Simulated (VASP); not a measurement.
## Al3GaN4: single point with PBEsol

The system is Al3GaN4.

```
CELL_PARAMETERS angstrom
4.36305 0.08087 0.08087
0.08087 4.36305 0.08087
0.08087 0.08087 4.36305
ATOMIC_POSITIONS crystal
Al 0.50000 0.50000 0.00000
Al 0.50000 0.00000 0.50000
Al 0.00000 0.50000 0.50000
Ga 0.00000 0.00000 0.00000
N 0.74471 0.74471 0.25529
N 0.74471 0.25529 0.74471
N 0.25529 0.74471 0.74471
N 0.25529 0.25529 0.25529
```

| Property | Result |
| --- | --- |
| Program | VASP 6.6.1 |
| Task | single point |
| Functional | PBEsol |
| Potentials or basis | VASP PAW PBE potentials, release 64 (Al, Ga_d, N) |
| Cutoff | 520 eV |
| k mesh | 6 × 6 × 6 |
| Occupations | gaussian, width 0.05 eV |
| Spin | no spin polarisation |

| Property | Result |
| --- | --- |
| Pressure | 7.4 GPa |
| Largest force | 0.567 eV/Å |
| Band gap on the k mesh | 3.12 eV, direct |

Forces on the atoms (eV/Å):
```
Al   0.301  0.301  0.330
Al   0.301  0.330  0.301
Al   0.330  0.301  0.301
Ga   0.316  0.316  0.316
N   -0.313 -0.313 -0.354
N   -0.313 -0.354 -0.313
N   -0.354 -0.313 -0.313
N   -0.268 -0.268 -0.268
```

Stress tensor (GPa, compression positive):
```
 7.38 -8.26 -8.26
-8.26  7.38 -8.26
-8.26 -8.26  7.38
```

Levels at points of the mesh, in eV from the valence-band top:
```
           k point  band 19  band 20  band 21  band 22  band 23  band 24
(0.00, 0.00, 0.00)    -0.30     0.00     0.00     3.12     3.24     3.24
(0.50, 0.00, 0.00)    -1.24    -1.17    -0.87     5.49     5.58     5.97
(0.50, 0.50, 0.00)    -0.75    -0.62    -0.52     7.23     7.42     7.55
(0.50, 0.50, 0.50)    -0.61    -0.35    -0.35     5.55     6.89     6.89
```

It took 55 s on 1 thread of Intel(R) Xeon(R) Platinum 8488C (Sapphire Rapids), on a shared host, peak memory 0.22 GiB.

Caveat: the PAW data sets were made with another functional, which shifts forces and pressure a little. A k mesh can miss the band edges.
